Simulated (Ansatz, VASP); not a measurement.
**Two plane-wave programs on CaSe**

Contents of POSCAR:

```
CaSe
1.0
    0.0000000000      3.0565611621      3.0565611621
    3.0565611621      0.0000000000      3.0565611621
    3.0565611621      3.0565611621      0.0000000000
Ca Se
1 1
Direct
    0.0000000000      0.0000000000      0.0000000000
    0.5000000000      0.5000000000      0.5000000000
```

The input INCAR.step1:

```
SYSTEM = CaSe
PREC = Accurate
ENCUT = 520
ISMEAR = 0
SIGMA = 0.01
LREAL = .False.
LASPH = .True.
NELM = 80
NBANDS = 15
GGA = PE
ALGO = Normal
EDIFF = 1E-4
LWAVE = .True.
LCHARG = .False.
```

File INCAR.step2:

```
SYSTEM = CaSe
PREC = Accurate
ENCUT = 520
EDIFF = 1E-6
ISMEAR = 0
SIGMA = 0.01
LREAL = .False.
LASPH = .True.
NELM = 80
ALGO = Normal
ISIF = 2
LWAVE = .False.
LCHARG = .True.
METAGGA = R2SCAN
LMIXTAU = .True.
LELF = .True.
LVHAR = .True.
NBANDS = 15
ISTART = 1
```

KPOINTS

```
regular mesh
0
Gamma
  8 8 8
  0 0 0
```

Input for Ansatz:

```yaml
crystal:
  lattice:
    - [0.0, 3.0565611621, 3.0565611621]
    - [3.0565611621, 0.0, 3.0565611621]
    - [3.0565611621, 3.0565611621, 0.0]
  atoms:
    - { symbol: Ca, position: [0.0, 0.0, 0.0] }
    - { symbol: Se, position: [0.5, 0.5, 0.5] }
kpoints:
  mp_grid: { grid: [8, 8, 8] }
  band_path:
    path:
      - [0.0, 0.0, 0.0]
      - [0.5, 0.0, 0.5]
      - [0.625, 0.25, 0.625]
      - [0.375, 0.375, 0.75]
      - [0.5, 0.5, 0.5]
      - [0.5, 0.25, 0.75]
      - [0.0, 0.5, 0.5]
    npoints: 1
hamiltonian:
  xc: r2scan
scf:
  occupations: { method: fixed }
  n_extra_bands: 4
output:
  forces: true
  stress: true
  eigenvalues: true
```

Change from the starting cell: hydrostatic strain +3.0%.

Alike in both runs: task single point; functional r2SCAN; k mesh 8 × 8 × 8; no spin polarisation.

```csv
,VASP,Ansatz
version,VASP 6.6.1,Ansatz 0.2.0
potentials or method,"VASP PAW PBE potentials, release 64 (Ca_sv, Se)","plane waves, PAW"
plane-wave cutoff (eV),520,500
occupations,"gaussian, width 0.01 eV",fixed
valence electrons in the cell,16,26
```

|  | VASP | Ansatz | Ansatz less VASP |
| --- | --- | --- | --- |
| gap on the k mesh at the Fermi level (eV) | 2.70 | 2.70 | -0.002 |
| pressure (GPa) | -3.7 | -3.8 | -0.17 |

VASP's potentials were made for PBE, not for r2SCAN. VASP's potentials hold 16 valence electrons a cell and Ansatz's 26, so a difference there can come from the potentials and not from the codes.
